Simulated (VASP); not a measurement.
# PbSe (rock salt type): single point with PBE

PbSe (rock salt type):

```
Pb Se
1.0
     0.00000    3.10500    3.10500
     3.10500    0.00000    3.10500
     3.10500    3.10500    0.00000
Pb Se
1 1
Cartesian
  0.0000 0.0000 0.0000
  3.1050 3.1050 3.1050
```

```json
{"Program": "VASP 6.6.1", "Task": "single point", "Functional": "PBE", "Potentials or basis": "VASP PAW PBE potentials, release 64 (Pb_d, Se)", "Cutoff": "520 eV", "k mesh": "6 × 6 × 6", "Occupations": "fermi-dirac, width 0.02 eV", "Spin": "non-collinear spin, zero start, spin-orbit coupling", "Starting moments": "[[0, 0, 0], [0, 0, 0]] μB", "Dipole correction": "no", "Further INCAR settings": "ALGO = Normal; EDIFF = 1e-06; NBANDS = 32"}
```

| Property | Result |
| --- | --- |
| Pressure | -0.1 GPa |
| Net moment | 0.00 μB per cell |
| Valence electrons inside the program's atomic spheres | Pb 11.84; Se 3.79 |

Moments on the atoms (μB; x, y, z):
```
Pb  0.00 0.00 0.00
Se  0.00 0.00 0.00
```

Run time: 3.2 min on 1 thread of Intel Xeon 8259CL, with other jobs on the host, peak memory 0.4 GiB.
